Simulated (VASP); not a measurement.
Crystal: Ir.

```xyz
1
Lattice="0.0000 1.9150 1.9150 1.9150 0.0000 1.9150 1.9150 1.9150 0.0000" Properties=species:S:1:pos:R:3 pbc="T T T"
Ir    0.0000    0.0000    0.0000
```

```yaml
Program: VASP 6.6.1
Task: relaxation of cell and atoms
Functional: PBE
Potentials_or_basis: VASP PAW PBE potentials, release 64 (Ir)
Cutoff: 500 eV
k_mesh: 8 × 8 × 8
Occupations: methfessel-paxton, width 0.05 eV
Spin: no spin polarisation
```

At the start: pressure 14.0 GPa; volume 14.05 Å³/atom.

Task: How do energy, volume and symmetry change on relaxing?

Result: Over 4 steps the energy falls by 22.0 meV/atom and the volume is 14.57 Å³/atom (+3.8 %); space group Fm-3m (No. 225, to 0.1 Å) before and after.

The path:
| step | energy change (eV) | largest force (eV/Å) | pressure (GPa) | volume (Å³) |
| --- | --- | --- | --- | --- |
| 1 | 0.0000 | 0.0000 | 13.98 | 14.05 |
| 2 | 0.2296 | 0.0000 | -33.01 | 16.69 |
| 3 | -0.0219 | 0.0000 | -0.77 | 14.60 |
| 4 | -0.0220 | 0.0000 | -0.07 | 14.57 |

Final structure:
```cif
data_structure
_symmetry_space_group_name_H-M 'P 1'
_symmetry_Int_Tables_number 1
_cell_length_a 2.7417
_cell_length_b 2.7417
_cell_length_c 2.7417
_cell_angle_alpha 60.000
_cell_angle_beta 60.000
_cell_angle_gamma 60.000
_cell_volume 14.57
loop_
_atom_site_label
_atom_site_type_symbol
_atom_site_fract_x
_atom_site_fract_y
_atom_site_fract_z
_atom_site_occupancy
Ir1 Ir 0.00000 0.00000 0.00000 1
```
